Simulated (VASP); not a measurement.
# W (Pm-3n) in VASP: notebook

The runs below take W through single point, relaxation of cell and atoms, with PBEsol, LDA, r2SCAN.

Program: VASP 6.6.1. These are calculated values, not measurements. Logs are shortened: lines on timing, memory, paths and dates and some standing lists are left out, and cuts for length are marked.

**1. The cell of the first run**

It takes space group Pm-3n (No. 223, cubic). The conventional cell has a = 5.021 Å, b = 5.021 Å, c = 5.021 Å, α = 90.00°, β = 90.00°, γ = 90.00°. Within 3.3 Å of W (site symmetry -4m2) lie 14 W at 2.51 to 3.07 Å. Within 3.7 Å of W (site symmetry m-3) lie 12 W at 2.81 Å.

**2. Single point, PBEsol**

INCAR reads:

```
ALGO = Fast
EDIFF = 1E-6
ENCUT = 520
GGA = PS
ISIF = 2
ISMEAR = -1
LASPH = True
LCHARG = False
LREAL = False
LWAVE = False
NBANDS = 66
NELM = 100
PREC = Accurate
SIGMA = 0.05
```

KPOINTS reads:

```
k-points
0
Gamma
  5 5 5
```

POSCAR reads:

```
W
1.0
    5.0207810925      0.0000000000      0.0000000000
    0.0000000000      5.0207810925      0.0000000000
    0.0000000000      0.0000000000      5.0207810925
W
8
Direct
    0.5000000000      0.2500000000      0.0000000000
    0.5000000000      0.7500000000      0.0000000000
    0.7500000000      0.0000000000      0.5000000000
    0.2500000000      0.0000000000      0.5000000000
    0.0000000000      0.5000000000      0.7500000000
    0.0000000000      0.5000000000      0.2500000000
    0.5000000000      0.5000000000      0.5000000000
    0.0000000000      0.0000000000      0.0000000000
```

Potentials or basis: VASP PAW PBE potentials, release 64 (W_sv).

Run with:

```bash
> cat potpaw_PBE.64/W_sv/POTCAR > POTCAR
> mpirun -np 1 vasp_std > vasp.out
```

OUTCAR:

```text
EDIFF = 1E-6
   ENCUT = 520
   GGA = PS
   ISIF = 2
   ISMEAR = -1
   LASPH = True
   LREAL = False
   NELM = 100
   PREC = Accurate

 ion  position               nearest neighbor table
   1  0.500  0.250  0.000-   2 2.51   2 2.51   8 2.81   7 2.81   7 2.81   8 2.81   4 3.07   3 3.07
                             4 3.07   5 3.07   6 3.07   5 3.07   6 3.07   3 3.07
   2  0.500  0.750  0.000-   1 2.51   1 2.51   8 2.81   7 2.81   7 2.81   8 2.81   4 3.07   3 3.07
                             4 3.07   5 3.07   6 3.07   5 3.07   6 3.07   3 3.07
   3  0.750  0.000  0.500-   4 2.51   4 2.51   8 2.81   8 2.81   7 2.81   7 2.81   1 3.07   1 3.07
                             2 3.07   5 3.07   5 3.07   6 3.07   6 3.07   2 3.07
   4  0.250  0.000  0.500-   3 2.51   3 2.51   8 2.81   8 2.81   7 2.81   7 2.81   1 3.07   1 3.07
                             2 3.07   5 3.07   5 3.07   6 3.07   6 3.07   2 3.07
   5  0.000  0.500  0.750-   6 2.51   6 2.51   8 2.81   7 2.81   8 2.81   7 2.81   3 3.07   4 3.07
                             3 3.07   4 3.07   1 3.07   1 3.07   2 3.07   2 3.07
   6  0.000  0.500  0.250-   5 2.51   5 2.51   8 2.81   7 2.81   8 2.81   7 2.81   3 3.07   4 3.07
                             3 3.07   4 3.07   1 3.07   1 3.07   2 3.07   2 3.07
   7  0.500  0.500  0.500-   1 2.81   2 2.81   3 2.81   4 2.81   5 2.81   6 2.81   1 2.81   2 2.81
                             3 2.81   4 2.81   5 2.81   6 2.81
   8  0.000  0.000  0.000-   1 2.81   2 2.81   3 2.81   4 2.81   5 2.81   6 2.81   3 2.81   4 2.81
                             5 2.81   6 2.81   1 2.81   2 2.81

  LATTYP: Found a simple cubic cell.
 ALAT       =     5.0207810925

  Lattice vectors:

 A1 = (   5.0207810925,   0.0000000000,   0.0000000000)
 A2 = (   0.0000000000,   5.0207810925,   0.0000000000)
 A3 = (   0.0000000000,   0.0000000000,   5.0207810925)

Analysis of symmetry for initial positions (statically):
=====================================================================
 Subroutine PRICEL returns:
 Original cell was already a primitive cell.

 Routine SETGRP: Setting up the symmetry group for a
 simple cubic supercell.

 Subroutine GETGRP returns: Found 48 space group operations
 (whereof 24 operations were pure point group operations)
 out of a pool of 48 trial point group operations.

The static configuration has the point symmetry T_h .
 The point group associated with its full space group is O_h .

Analysis of symmetry for dynamics (positions and initial velocities):
=====================================================================
 Subroutine PRICEL returns:
 Original cell was already a primitive cell.

 Routine SETGRP: Setting up the symmetry group for a
 simple cubic supercell.

 Subroutine GETGRP returns: Found 48 space group operations
 (whereof 24 operations were pure point group operations)
 out of a pool of 48 trial point group operations.

The dynamic configuration has the point symmetry T_h .
 The point group associated with its full space group is O_h .

 Subroutine INISYM returns: Found 48 space group operations
 (whereof 24 operations are pure point group operations),
 and found     1 'primitive' translations

----------------------------------------------------------------------------------------

                                     Primitive cell

  volume of cell :     126.5651

  direct lattice vectors                    reciprocal lattice vectors
     5.020781093  0.000000000  0.000000000     0.199172197  0.000000000  0.000000000
     0.000000000  5.020781093  0.000000000     0.000000000  0.199172197  0.000000000
     0.000000000  0.000000000  5.020781093     0.000000000  0.000000000  0.199172197

  length of vectors
     5.020781093  5.020781093  5.020781093     0.199172197  0.199172197  0.199172197

  position of ions in fractional coordinates (direct lattice)
     0.500000000  0.250000000  0.000000000
     0.500000000  0.750000000  0.000000000
     0.750000000  0.000000000  0.500000000
     0.250000000  0.000000000  0.500000000
     0.000000000  0.500000000  0.750000000
     0.000000000  0.500000000  0.250000000
     0.500000000  0.500000000  0.500000000
     0.000000000  0.000000000  0.000000000

  ion indices of the primitive-cell ions
   primitive index   ion index
                 1           1
                 2           2
                 3           3
                 4           4
                 5           5
                 6           6
                 7           7
                 8           8

----------------------------------------------------------------------------------------

 KPOINTS: k-points

Automatic generation of k-mesh.
 Grid dimensions read from file:
 generate k-points for:    5    5    5

 Generating k-lattice:

  Cartesian coordinates                     Fractional coordinates (reciprocal lattice)
     0.039834439  0.000000000  0.000000000     0.200000000  0.000000000  0.000000000
     0.000000000  0.039834439  0.000000000     0.000000000  0.200000000  0.000000000
     0.000000000  0.000000000  0.039834439     0.000000000  0.000000000  0.200000000

  Length of vectors
     0.039834439  0.039834439  0.039834439

  Shift w.r.t. Gamma in fractional coordinates (k-lattice)
     0.000000000  0.000000000  0.000000000

 Subroutine IBZKPT returns following result:
 ===========================================

 Found     10 irreducible k-points:

 Following reciprocal coordinates:
            Coordinates               Weight
  0.000000  0.000000  0.000000      1.000000
  0.200000  0.000000  0.000000      6.000000
  0.400000  0.000000  0.000000      6.000000
  0.200000  0.200000  0.000000     12.000000
  0.400000  0.200000  0.000000     24.000000
  0.400000  0.400000  0.000000     12.000000
  0.200000  0.200000  0.200000      8.000000
  0.400000  0.200000  0.200000     24.000000
  0.400000  0.400000  0.200000     24.000000
  0.400000  0.400000  0.400000      8.000000
   k-points           NKPTS =     10   k-points in BZ     NKDIM =     10   number of bands    NBANDS=     66
   number of dos      NEDOS =    301   number of ions     NIONS =      8
   total plane-waves  NPLWV =  64000
   dimension x,y,z NGX =    40 NGY =   40 NGZ =   40
   dimension x,y,z NGXF=    80 NGYF=   80 NGZF=   80
   ions per type =               8
   NGX,Y,Z   is equivalent  to a cutoff of  13.24, 13.24, 13.24 a.u.
   NGXF,Y,Z  is equivalent  to a cutoff of  26.49, 26.49, 26.49 a.u.
 SYSTEM =  unknown system
   PREC   = accura    normal or accurate (medium, high low for compatibility)
   ISTART =      0    job   : 0-new  1-cont  2-samecut
   ICHARG =      2    charge: 1-file 2-atom 10-const
   ISPIN  =      1    spin polarized calculation?
   LNONCOLLINEAR =      F non collinear calculations
   LSORBIT =      F    spin-orbit coupling
   LASPH  =      T    aspherical Exc in radial PAW
   ENCUT  =  520.0 eV  38.22 Ry    6.18 a.u.   9.34  9.34  9.34*2*pi/ulx,y,z
   NELM   =    100;   NELMIN=  2; NELMDL= -5     # of ELM steps
   EDIFF  = 0.1E-05   stopping-criterion for ELM
   LREAL  =      F    real-space projection
   EDIFFG = 0.1E-04   stopping-criterion for IOM
   NSW    =      0    number of steps for IOM
   IBRION =     -1    ionic relax: 0-MD 1-quasi-New 2-CG
   NFREE  =      0    steps in history (QN), initial steepest desc. (CG)
   ISIF   =      2    stress and relaxation
   ISYM   =      2    0-nonsym 1-usesym 2-fastsym
   POTIM  = 0.5000    time-step for ionic-motion
   TEBEG  =    0.0;   TEEND  =   0.0 temperature during run
   PSTRESS=    0.0 pullay stress
   NELECT =     112.0000    total number of electrons
   NUPDOWN=      -1.0000    fix difference up-down
   EMIN   =  10.00;   EMAX   =-10.00  energy-range for DOS
   EFERMI =   0.00;   METHOD = LEGACY
   ISMEAR =    -1;   SIGMA  =   0.05  broadening in eV -4-tet -1-fermi 0-gaus
   EFERMI_NEDOS =   21; number of points for ismear=-14 and -15
   IALGO  =     68    algorithm
   IMIX   =      4    mixing-type and parameters
     AMIX     =   0.40;   BMIX     =  1.00
     AMIX_MAG =   1.60;   BMIX_MAG =  1.00
  volume/ion in A,a.u.               =      15.82       106.76
  Fermi-wavevector in a.u.,A,eV,Ry     =   1.571724  2.970127 33.610684  2.470316
  Thomas-Fermi vector in A             =   2.673265
   LORBIT       =      0    0 simple, 1 ext, 2 COOP (PROOUT), +10 PAW based schemes
   GGA     = PS    functional components
   LHFCALC =     F    Hartree Fock is set to
   AEXX    =    0.0000 exact exchange contribution
   IVDW    =     0    specifies the selected vdW correction
   LEPSILON=     F    determine dielectric tensor
   LRPA    =     F    only Hartree local field effects (RPA)
 non-spin polarized calculation
 RMM-DIIS sequential band-by-band and
  energy-cutoff  :      520.00
  volume of cell :      126.57
 maximum number of plane-waves:      3430
 NGX is ok and might be reduce to    40
   NGX = 19   NGY = 19   NGZ = 19

 number of electron     111.9999961 magnetization

 Free energy of the ion-electron system (eV)
  ---------------------------------------------------
  ext. energy  EPLUGINS =         0.00000000
  ---------------------------------------------------
  free energy    TOTEN  =      -109.67481604 eV

  energy without entropy =     -109.65477564  energy(sigma->0) =     -109.66479584

 E-fermi :  11.0359     XC(G=0): -13.7560

 val. band max:       10.9458042620   @ k =   0.2000   0.0000   0.0000
 cond. band min:      11.0699043338   @ k =   0.4000   0.0000   0.0000
 fundamental gap:      0.1241000718
 Fermi energy:        11.0358556111

 k-point     1 :       0.0000    0.0000    0.0000
  band No.  band energies     occupation
      1     -62.8820      2.00000
      2     -62.8289      2.00000
      3     -62.8289      2.00000
      4     -62.6746      2.00000
      5     -62.6746      2.00000
      6     -62.6746      2.00000
[... 58 lines left out ...]
     65      12.9447      0.00000
     66      14.1175      0.00000

 k-point     2 :       0.2000    0.0000    0.0000
  band No.  band energies     occupation
      1     -62.8731      2.00000
      2     -62.8318      2.00000
      3     -62.8177      2.00000
      4     -62.6913      2.00000
      5     -62.6746      2.00000
      6     -62.6746      2.00000
[... 610 lines left out ...]
     65      13.7631      0.00000
     66      13.8675      0.00000

------------------------ aborting loop because EDIFF is reached ----------------------------------------

  FORCE on cell =-STRESS in cart. coord.  units (eV):
  Direction    XX          YY          ZZ          XY          YZ          ZX
  --------------------------------------------------------------------------------------
  -------------------------------------------------------------------------------------
  Total        2.1918177      2.1918177      2.1918177     -0.0000000     -0.0000000      0.0000000
  in kB       27.7460495     27.7460495     27.7460495     -0.0000000     -0.0000000      0.0000000
  external PRESSURE =      27.7460495 kB  Pullay stress =       0.0000000 kB

 VOLUME and BASIS-vectors are now :
 -----------------------------------------------------------------------------
  energy-cutoff  :      520.00
  volume of cell :      126.57
      direct lattice vectors                 reciprocal lattice vectors
     5.020781093  0.000000000  0.000000000     0.199172197  0.000000000  0.000000000
     0.000000000  5.020781093  0.000000000     0.000000000  0.199172197  0.000000000
     0.000000000  0.000000000  5.020781093     0.000000000  0.000000000  0.199172197

 POSITION                                       TOTAL-FORCE (eV/Angst)
 -----------------------------------------------------------------------------------
      2.51039      1.25520      0.00000         0.000000     -0.000000      0.000000
      2.51039      3.76559      0.00000        -0.000000      0.000000      0.000000
      3.76559      0.00000      2.51039        -0.000000     -0.000000      0.000000
      1.25520      0.00000      2.51039         0.000000      0.000000      0.000000
      0.00000      2.51039      3.76559        -0.000000      0.000000     -0.000000
      0.00000      2.51039      1.25520         0.000000     -0.000000      0.000000
      2.51039      2.51039      2.51039        -0.000000     -0.000000     -0.000000
      0.00000      0.00000      0.00000        -0.000000     -0.000000     -0.000000
 -----------------------------------------------------------------------------------
    total drift:                               -0.000000     -0.000000      0.000000

  FREE ENERGIE OF THE ION-ELECTRON SYSTEM (eV)
  ---------------------------------------------------
  free  energy   TOTEN  =      -109.6748160444 eV

  energy  without entropy=     -109.6547756412  energy(sigma->0) =     -109.66479584
```

Wall time 59 s (1 thread of AMD EPYC 9R45 (Zen 5), shared host); peak memory 0.22 GiB.

Results:

- Free energy: -109.6748 eV
- Pressure: 2.8 GPa
- Band gap on the k mesh: zero (bands 56 and 57 overlap by 0.58 eV)

Levels at points of the mesh, in eV from the Fermi level:
```tsv
k point	band 52	band 53	band 54	band 55	band 56	band 57	band 58	band 59	band 60	band 61
(0.00, 0.00, 0.00)	-2.02	-1.48	-1.48	-0.47	-0.47	-0.47	1.70	1.70	1.70	1.75
```

Caveat: the PAW data sets were made with another functional, which shifts forces and pressure a little; spin-orbit coupling is left out, which moves the levels of the heavy elements.

(Continued in part 2 of 2.)
